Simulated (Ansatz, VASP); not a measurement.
BaS: VASP beside Ansatz

File POSCAR:

```
BaS
1.0
    0.0000000000      3.0660000000      2.9382500000
    3.0660000000      0.0000000000      2.9382500000
    3.0660000000      3.0660000000      0.0000000000
Ba S
1 1
Direct
    0.0000000000      0.0000000000      0.0000000000
    0.5000000000      0.5000000000      0.5000000000
```

The input INCAR.step1:

```
PREC = Accurate
ENCUT = 520
ISMEAR = 0
SIGMA = 0.05
LREAL = F
LASPH = T
NELM = 100
NBANDS = 15
GGA = PE
ALGO = Normal
EDIFF = 1E-4
LWAVE = T
LCHARG = F
```

The input INCAR.step2:

```
PREC = Accurate
ENCUT = 520
EDIFF = 1E-6
ISMEAR = 0
SIGMA = 0.05
LREAL = F
LASPH = T
NELM = 100
ALGO = Normal
ISIF = 2
LWAVE = F
LCHARG = F
METAGGA = R2SCAN
LMIXTAU = T
NBANDS = 15
ISTART = 1
```

Contents of KPOINTS:

```
regular mesh
0
Gamma
  6 6 6
```

Input for Ansatz:

```yaml
crystal:
  lattice:
    - [0.0, 3.066, 2.93825]
    - [3.066, 0.0, 2.93825]
    - [3.066, 3.066, 0.0]
  atoms:
    - { symbol: Ba, position: [0.0, 0.0, 0.0] }
    - { symbol: S, position: [0.5, 0.5, 0.5] }
basis:
  ecutwfc: 500
kpoints:
  mp_grid: { grid: [6, 6, 6] }
hamiltonian:
  xc: r2scan
scf:
  occupations: { method: gaussian, width: 0.05 }
output:
  forces: true
  stress: true
  eigenvalues: true
```

Change from the starting cell: strain -0.040 along x and y, -0.080 along z, atoms carried along.

Alike in both runs: task single point; functional r2SCAN; k mesh 6 × 6 × 6; occupations gaussian, width 0.05 eV; no spin polarisation.

```csv
,VASP,Ansatz
version,VASP 6.6.1,Ansatz 0.2.0
potentials or method,"VASP PAW PBE potentials, release 64 (Ba_sv, S), cutoff 520 eV","scalar-relativistic, plane waves, PAW"
valence electrons in the cell,16,16
```

Ansatz gave:

* gap on the k mesh at the Fermi level (eV): 1.93
* least direct gap on the mesh (eV): 1.98
* pressure (GPa): 12.5
* traceless stress, the component that is largest in VASP (GPa): 5.62

**Question.** Estimate VASP's values.

**Answer.** gap on the k mesh at the Fermi level (eV): 1.83; least direct gap on the mesh (eV): 1.88; pressure (GPa): 13.7; traceless stress, the component that is largest in VASP (GPa): 6.06.

VASP's potentials were made for PBE, not for r2SCAN. With one functional, cell and mesh, what is left measures potentials, basis and numerics.

Neither program's run includes spin-orbit coupling.
